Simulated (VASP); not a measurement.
Ta, 1 atom in the cell. It takes space group I4/mmm (No. 139, tetragonal). The conventional cell has a = 3.038 Å, b = 3.038 Å, c = 3.303 Å, α = 90.00°, β = 90.00°, γ = 90.00°. Within 3.6 Å of Ta (site symmetry 4/mmm) lie 14 Ta at 2.71 to 3.30 Å.  This cell differs from its parent crystal: strain -0.080 along x and y, +0.000 along z.

```yaml
Program: VASP 6.6.1
Task: single point
Functional: r2SCAN
Potentials_or_basis: VASP PAW PBE potentials, release 64 (Ta_pv)
Cutoff: 520 eV
k_mesh: 20 × 20 × 20
Occupations: gaussian, width 0.15 eV
Spin: no spin polarisation
Dipole_correction: no
Further_INCAR_settings: ALGO = Normal; EDIFF = 1e-06; NBANDS = 12
```

Potentials or basis: VASP PAW PBE potentials, release 64 (Ta_pv).

Launch:

```sh
$ cat potpaw_PBE.64/Ta_pv/POTCAR > POTCAR
$ cp INCAR.step1 INCAR
$ mpirun -np 1 vasp_std > vasp.out
$ cp INCAR.step2 INCAR
$ mpirun -np 1 vasp_std > vasp.out
```

Hardware: 1 thread of AMD EPYC 9R45 96-Core Processor (Zen 5) (shared host).

**Question.** Estimate the wall time of this run.

**Answer.** It took 3 min on 1 thread of AMD EPYC 9R45 96-Core Processor (Zen 5), on a shared host, peak memory 0.19 GiB. Counts: k points 641.
